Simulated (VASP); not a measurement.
MnO:

```xyz
2
Lattice="0.0000 2.2239 2.2239 2.2239 0.0000 2.2239 2.2239 2.2239 0.0000" Properties=species:S:1:pos:R:3 pbc="T T T"
Mn    0.0000    0.0000    0.0000
O     2.2239    2.2239    2.2239
```

| Property | Result |
| --- | --- |
| Program | VASP 6.6.1 |
| Task | relaxation of cell and atoms |
| Functional | RPBE |
| Potentials or basis | VASP PAW PBE potentials, release 64 (Mn_pv, O) |
| Cutoff | 600 eV |
| k mesh | 10 × 10 × 10 |
| Occupations | fermi-dirac, width 0.05 eV |
| Spin | collinear spin, ferromagnetic start |
| Starting moments | [4.0, 0.0] μB |

At the start: pressure 5.6 GPa; volume 11.00 Å³/atom.

Q: Where does the relaxation end?

A: Over 3 steps the energy falls by 9.6 meV/atom and the volume is 11.56 Å³/atom (+5.1 %); space group Fm-3m (No. 225, to 0.1 Å) before and after; moment 4.92 μB per cell.

The path:
```
step  energy change (eV)  largest force (eV/Å)  pressure (GPa)  volume (Å³)
   1              0.0000                0.0000            5.57        22.00
   2             -0.0191                0.0000           -0.49        23.24
   3             -0.0192                0.0000            0.03        23.13
```

Final structure:
```
Mn O
1.0
     0.00000    2.26141    2.26141
     2.26141    0.00000    2.26141
     2.26141    2.26141    0.00000
Mn O
1 1
Direct
  0.00000 0.00000 0.00000
  0.50000 0.50000 0.50000
```

Caveat: the PAW data sets were made with another functional, which shifts forces and pressure a little; a cell with one magnetic atom can't hold antiferromagnetic order, which such compounds often take.
